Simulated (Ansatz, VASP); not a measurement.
# Cd3HgS4: VASP beside Ansatz

```
Cd S Hg
1.0
    -2.91550    2.91550    5.83174
     2.91550   -2.91550    5.83174
     2.91550    2.91550   -5.83174
Cd S Hg
3 4 1
Direct
  0.75000 0.25000 0.50000
  0.50000 0.50000 0.00000
  0.25000 0.75000 0.50000
  0.12600 0.62218 0.00000
  0.87400 0.87400 0.49618
  0.62218 0.12600 0.00000
  0.37782 0.37782 0.50382
  0.00000 0.00000 0.00000
```

Alike in both runs: task single point; functional r2SCAN; k mesh 6 × 6 × 6; no spin polarisation.

```csv
,VASP,Ansatz
version,VASP 6.6.1,Ansatz 0.2.0
potentials or method,"VASP PAW PBE potentials, release 64 (Cd, S, Hg)","plane waves, PAW"
plane-wave cutoff (eV),520,500
occupations,"gaussian, width 0.01 eV",fixed
valence electrons in the cell,72,104
```

```csv
,VASP,Ansatz,Ansatz less VASP
gap on the k mesh at the Fermi level (eV),1.13,1.13,+0.003
pressure (GPa),2.3,1.9,-0.34
```

VASP's potentials were made for PBE, not for r2SCAN. VASP's potentials hold 72 valence electrons a cell and Ansatz's 104, so a difference there can come from the potentials and not from the codes.

Spin-orbit coupling is off throughout.
